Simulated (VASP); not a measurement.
Wanted: the native input for a VASP 6.6.1 run.

```yaml
Task: single point
Functional: PBE
Potentials_or_basis: VASP PAW PBE potentials, release 64 (Pb_d, F)
Cutoff: 520 eV
k_mesh: 6 × 6 × 6
Occupations: gaussian, width 0.01 eV
Spin: no spin polarisation
Dipole_correction: no
Further_INCAR_settings: ALGO = Normal; EDIFF = 1e-06; NBANDS = 21
```

The structure of PbF2 lies in POSCAR:

```
PbF2
1.0
    0.0000000000      2.9604388870      2.9604388870
    2.9604388870      0.0000000000      2.9604388870
    2.9604388870      2.9604388870      0.0000000000
Pb F
1 2
Direct
    0.0000000000      0.0000000000      0.0000000000
    0.2500000000      0.2500000000      0.2500000000
    0.7500000000      0.7500000000      0.7500000000
```

The input as run:

INCAR

```
SYSTEM = PbF2
ALGO     = Normal         ! electronic algorithm
EDIFF    = 1E-6           ! SCF threshold, eV
ENCUT    = 520            ! plane-wave cutoff, eV
GGA      = PE             ! functional
ISIF     = 2              ! what is computed and relaxed
ISMEAR   = 0              ! smearing method
LASPH    = .True.         ! aspherical terms in the spheres
LCHARG   = .False.        ! write CHGCAR
LREAL    = .False.        ! projectors in reciprocal space
LWAVE    = .False.        ! write WAVECAR
NBANDS   = 21             ! bands
NELM     = 60             ! most SCF steps
PREC     = Accurate       ! precision mode
SIGMA    = 0.01           ! smearing width, eV
```

KPOINTS

```
k-points
0
Gamma
  6 6 6
  0 0 0
```

Potentials or basis: VASP PAW PBE potentials, release 64 (Pb_d, F).

Run with:

```sh
$ cat potpaw_PBE.64/Pb_d/POTCAR potpaw_PBE.64/F/POTCAR > POTCAR
$ mpirun -np 1 vasp_std > vasp.out
```

Results of the run:

```yaml
Pressure: 2.7 GPa
Band_gap_on_the_k_mesh: 4.44 eV, indirect (least direct gap 4.56 eV)
```

Caveat: spin-orbit coupling is left out, which moves the levels of the heavy elements.

Run time: 7.5 s on 1 thread of Intel(R) Xeon(R) 6975P-C (Granite Rapids) (shared host), peak memory 0.17 GiB.
